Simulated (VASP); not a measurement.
A run of VASP 6.6.1:

File INCAR:

```
PREC = Accurate
ENCUT = 520
EDIFF = 1E-6
ISMEAR = 0
SIGMA = 0.02
LREAL = F
LASPH = T
NELM = 60
ALGO = Normal
ISIF = 2
LWAVE = F
LCHARG = F
GGA = PE
NBANDS = 31
```

Contents of KPOINTS:

```
Automatic mesh
0
Gamma
  12 12 12
```

Contents of POSCAR:

```
AlGa2N3
1.0
   -1.5436560681      1.5436560681      6.5221514664
    1.5436560681     -1.5436560681      6.5221514664
    1.5436560681      1.5436560681     -6.5221514664
Al Ga N
1 2 3
Direct
    0.5000000000      0.5000000000      0.0000000000
    0.8354856723      0.8354856723      0.0000000000
    0.1645143277      0.1645143277      0.0000000000
    0.4215756741      0.9215756741      0.5000000000
    0.0784243259      0.5784243259      0.5000000000
    0.7500000000      0.2500000000      0.5000000000
```

Potentials or basis: VASP PAW PBE potentials, release 64 (Al, Ga_d, N).

Run with:

```bash
$ cat potpaw_PBE.64/Al/POTCAR potpaw_PBE.64/Ga_d/POTCAR potpaw_PBE.64/N/POTCAR > POTCAR
$ mpirun -np 1 vasp_std > vasp.out
```

Hardware: 1 thread of Intel(R) Xeon(R) Platinum 8559C (Emerald Rapids), with other jobs on the host.

Task: Estimate the wall time of this run.

Result: Run time: 14 min on 1 thread of Intel(R) Xeon(R) Platinum 8559C (Emerald Rapids) (shared host), peak memory 0.55 GiB. Counts: scf iterations 15, k points 163.
